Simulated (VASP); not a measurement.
# Ni3Hg (Pm-3m) in VASP: further runs, part 2 of 2

VASP 6.6.1.

### 5 Single point, PBEsol, collinear spin, ferromagnetic start

This run uses another cell than the first one, of 13.13 Å³/atom.

INCAR reads:

```
PREC = Accurate
ENCUT = 520
EDIFF = 1E-6
ISMEAR = -1
SIGMA = 0.1
LREAL = False
LASPH = True
NELM = 150
ALGO = Normal
ISIF = 2
LWAVE = False
LCHARG = False
ISPIN = 2
MAGMOM = 1.5 1.5 1.5 0
LORBIT = 11
LMAXMIX = 4
GGA = PS
NBANDS = 33
```

KPOINTS reads:

```
Automatic mesh
0
Gamma
  6 6 6
```

POSCAR reads:

```
Ni3Hg
1.0
    3.7449110000      0.0000000000      0.0000000000
    0.0000000000      3.7449110000      0.0000000000
    0.0000000000      0.0000000000      3.7449110000
Ni Hg
3 1
Direct
    0.0000000000      0.5000000000      0.5000000000
    0.5000000000      0.0000000000      0.5000000000
    0.5000000000      0.5000000000      0.0000000000
    0.0000000000      0.0000000000      0.0000000000
```

Potentials or basis: VASP PAW PBE potentials, release 64 (Ni, Hg).

The run is started by

```bash
> cat potpaw_PBE.64/Ni/POTCAR potpaw_PBE.64/Hg/POTCAR > POTCAR
> mpirun -np 1 vasp_std > vasp.out
```

OUTCAR:

```text
PREC = Accurate
   ENCUT = 520
   EDIFF = 1E-6
   ISMEAR = -1
   LREAL = False
   LASPH = True
   NELM = 150
   ISIF = 2
   ISPIN = 2
   LORBIT = 11
   GGA = PS

 ion  position               nearest neighbor table
   1  0.000  0.500  0.500-   2 2.65   3 2.65   4 2.65   3 2.65   4 2.65   2 2.65   4 2.65   4 2.65
                             2 2.65   3 2.65   3 2.65   2 2.65
   2  0.500  0.000  0.500-   1 2.65   3 2.65   4 2.65   3 2.65   4 2.65   1 2.65   3 2.65   3 2.65
                             1 2.65   4 2.65   4 2.65   1 2.65
   3  0.500  0.500  0.000-   1 2.65   2 2.65   4 2.65   1 2.65   2 2.65   2 2.65   4 2.65   2 2.65
                             1 2.65   4 2.65   1 2.65   4 2.65
   4  0.000  0.000  0.000-   1 2.65   2 2.65   3 2.65   1 2.65   2 2.65   1 2.65   3 2.65   1 2.65
                             2 2.65   3 2.65   2 2.65   3 2.65

  LATTYP: Found a simple cubic cell.
 ALAT       =     3.7449110000

  Lattice vectors:

 A1 = (   3.7449110000,   0.0000000000,   0.0000000000)
 A2 = (   0.0000000000,   3.7449110000,   0.0000000000)
 A3 = (   0.0000000000,   0.0000000000,   3.7449110000)

Analysis of symmetry for initial positions (statically):
=====================================================================
 Subroutine PRICEL returns:
 Original cell was already a primitive cell.

 Routine SETGRP: Setting up the symmetry group for a
 simple cubic supercell.

 Subroutine GETGRP returns: Found 48 space group operations
 (whereof 48 operations were pure point group operations)
 out of a pool of 48 trial point group operations.

The static configuration has the point symmetry O_h .

Analysis of symmetry for dynamics (positions and initial velocities):
=====================================================================
 Subroutine PRICEL returns:
 Original cell was already a primitive cell.

 Routine SETGRP: Setting up the symmetry group for a
 simple cubic supercell.

 Subroutine GETGRP returns: Found 48 space group operations
[... 162 lines left out ...]
  energy without entropy =      -18.16055444  energy(sigma->0) =      -18.25011341

 E-fermi :   7.0684     XC(G=0): -12.9217

 val. band max:        7.0292031000   @ k =   0.5000   0.3333   0.1667
 cond. band min:       7.0768972642   @ k =   0.5000   0.5000   0.3333
 fundamental gap:      0.0476941643
 Fermi energy:         7.0684324671

 spin component 1

 k-point     1 :       0.0000    0.0000    0.0000
  band No.  band energies     occupation
      1      -2.6529      1.00000
      2      -1.0476      1.00000
      3      -1.0476      1.00000
      4      -0.4485      1.00000
      5      -0.4485      1.00000
      6      -0.4485      1.00000
[... 709 lines left out ...]
     32      26.5770      0.00000
     33      26.9336      0.00000
 Fermi energy:         7.0684324671

 spin component 2

 k-point     1 :       0.0000    0.0000    0.0000
  band No.  band energies     occupation
      1      -2.6568      1.00000
      2      -1.0374      1.00000
      3      -1.0374      1.00000
      4      -0.4334      1.00000
      5      -0.4334      1.00000
      6      -0.4334      1.00000
[... 709 lines left out ...]
     32      26.5278      0.00000
     33      26.9821      0.00000

------------------------ aborting loop because EDIFF is reached ----------------------------------------

  FORCE on cell =-STRESS in cart. coord.  units (eV):
  Direction    XX          YY          ZZ          XY          YZ          ZX
  --------------------------------------------------------------------------------------
  -------------------------------------------------------------------------------------
  Total       -2.0422667     -2.0422667     -2.0422667      0.0000000      0.0000000     -0.0000000
  in kB      -62.3015058    -62.3015058    -62.3015058      0.0000000      0.0000000     -0.0000000
  external PRESSURE =     -62.3015058 kB  Pullay stress =       0.0000000 kB

 VOLUME and BASIS-vectors are now :
 -----------------------------------------------------------------------------
  energy-cutoff  :      520.00
  volume of cell :       52.52
      direct lattice vectors                 reciprocal lattice vectors
     3.744911000  0.000000000  0.000000000     0.267029043  0.000000000  0.000000000
     0.000000000  3.744911000  0.000000000     0.000000000  0.267029043  0.000000000
     0.000000000  0.000000000  3.744911000     0.000000000  0.000000000  0.267029043

 POSITION                                       TOTAL-FORCE (eV/Angst)
 -----------------------------------------------------------------------------------
      0.00000      1.87246      1.87246         0.000000      0.000000      0.000000
      1.87246      0.00000      1.87246         0.000000      0.000000      0.000000
      1.87246      1.87246      0.00000         0.000000      0.000000      0.000000
      0.00000      0.00000      0.00000         0.000000      0.000000      0.000000
 -----------------------------------------------------------------------------------
    total drift:                                0.000000      0.000000      0.000000

  FREE ENERGIE OF THE ION-ELECTRON SYSTEM (eV)
  ---------------------------------------------------
  free  energy   TOTEN  =       -18.3396723810 eV

  energy  without entropy=      -18.1605544435  energy(sigma->0) =      -18.25011341

 total charge

# of ion       s       p       d       tot
------------------------------------------
    1        0.418   0.392   8.371   9.181
    2        0.418   0.392   8.371   9.181
    3        0.418   0.392   8.371   9.181
    4        0.812   0.651   9.266  10.729
--------------------------------------------------
tot          2.067   1.826  34.380  38.272

 magnetization (x)

# of ion       s       p       d       tot
------------------------------------------
    1       -0.002  -0.006   0.372   0.365
    2       -0.002  -0.006   0.372   0.365
    3       -0.002  -0.006   0.372   0.365
    4       -0.000  -0.015   0.004  -0.011
--------------------------------------------------
tot         -0.005  -0.031   1.121   1.084
```

stdout:

```text
POSCAR found type information on POSCAR NiHg
 POSCAR found :  2 types and       4 ions
 scaLAPACK will be used
 -----------------------------------------------------------------------------
|                                                                             |
|                                                                             |
|     You enforced a specific xc type in the INCAR file but a different       |
|     I HOPE YOU KNOW WHAT YOU ARE DOING!                                     |
|                                                                             |
 -----------------------------------------------------------------------------

 LDA part: xc-table for (Slater+PW92), standard interpolation
 POSCAR, INCAR and KPOINTS ok, starting setup
 FFT: planning ... GRIDC
 FFT: planning ... GRID_SOFT
 FFT: planning ... GRID
 WAVECAR not read
 entering main loop
```

Wall time 36 s (1 thread of Intel Xeon Platinum 8488C (Sapphire Rapids), shared host); peak memory 0.2 GiB.

Results:

```
Free energy                                           : -18.3397 eV
Pressure                                              : -6.2 GPa
Net moment                                            : 1.06 μB per cell
Site moments                                          : Ni +0.36; Hg -0.01 μB
Valence electrons inside the program's atomic spheres : Ni 9.18; Hg 10.73
```

Levels at points of the mesh, in eV from the Fermi level:
Spin up:
```
           k point  band 18  band 19  band 20  band 21  band 22  band 23  band 24  band 25
(0.00, 0.00, 0.00)    -0.33    -0.21    -0.21    -0.21     1.42     1.42     1.42     6.19
(0.50, 0.00, 0.00)    -1.06    -1.00    -0.78    -0.57    -0.21     6.03     6.03     6.92
(0.50, 0.50, 0.00)    -1.20    -0.96    -0.93     0.06     0.37     0.67     0.67     9.59
(0.50, 0.50, 0.50)    -0.74    -0.70    -0.70    -0.34    -0.34    -0.34    -0.30     2.55
```
Spin down:
```tsv
k point	band 17	band 18	band 19	band 20	band 21	band 22	band 23	band 24
(0.00, 0.00, 0.00)	-0.21	0.05	0.28	0.28	0.28	1.42	1.42	1.42
(0.50, 0.00, 0.00)	-0.74	-0.74	-0.67	-0.48	-0.24	0.29	6.13	6.13
(0.50, 0.50, 0.00)	-0.89	-0.89	-0.64	-0.47	0.33	0.54	1.04	1.04
(0.50, 0.50, 0.50)	-0.43	-0.43	-0.38	-0.38	-0.31	0.11	0.11	0.11
```

Caveat: the cell stands under tension; the PAW data sets were made with another functional, which shifts forces and pressure a little; spin-orbit coupling is left out, which moves the levels of the heavy elements.

### 6 Summary

```csv
cell,gap on the mesh (eV),pressure (GPa),moment (μB)
"a = 3.642 Å, 4 atoms",none,9.2,0.93
"a = 3.677 Å, 4 atoms",none,3.1,0.98
"a = 3.711 Å, 4 atoms",none,-1.9,1.02
"a = 3.745 Å, 4 atoms",none,-6.2,1.06
```

Alike in all rows: task single point; level PBEsol; potentials or basis VASP PAW PBE potentials, release 64 (Ni, Hg); spin collinear, ferromagnetic start; k mesh 6 × 6 × 6; cutoff (eV) 520; smearing fermi-dirac 0.1 eV.

Caveats: the PAW data sets were made with another functional, which shifts forces and pressure a little; spin-orbit coupling is left out, which moves the levels of the heavy elements; the cell stands under pressure (at least some runs); the cell stands under tension (at least some runs).

Total energies depend on the potentials used, so only differences within one code and one set of settings carry meaning.
